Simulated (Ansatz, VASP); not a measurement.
**One calculation of W, two programs**

```xyz
5
Lattice="2.8709 0.0000 0.0000 -1.4354 2.4862 0.0000 0.0000 0.0000 24.3762" Properties=species:S:1:pos:R:3 pbc="T T T"
W     1.4354    0.8287    7.5000
W     0.0000    1.6575    9.8440
W     0.0000    0.0000   12.1881
W     1.4354    0.8287   14.5321
W     0.0000    1.6575   16.8762
```

Alike in both runs: functional PBE; k mesh 11 × 11 × 1; occupations fermi-dirac, width 0.05 eV; no spin polarisation.

|  | VASP | Ansatz |
| --- | --- | --- |
| version | VASP 6.6.1 | Ansatz 0.2.0 |
| potentials or method | VASP PAW PBE potentials, release 64 (W_sv), cutoff 520 eV | all-electron LAPW, scalar-relativistic |
| task | single point | projected density of states |

Ansatz gave:

* gap on the k mesh at the Fermi level (eV): none
* rms of the force components (eV/Å): 0.073

What did VASP give for the same quantities?

gap on the k mesh at the Fermi level (eV): none; rms of the force components (eV/Å): 0.070.

Atom by atom the forces differ by 0.006 eV/Å (rms over components). A gap of «none» marks a metal or a gap that the smearing closes. Ansatz ran all-electron here, and VASP with PAW potentials.

Spin-orbit coupling is off throughout.
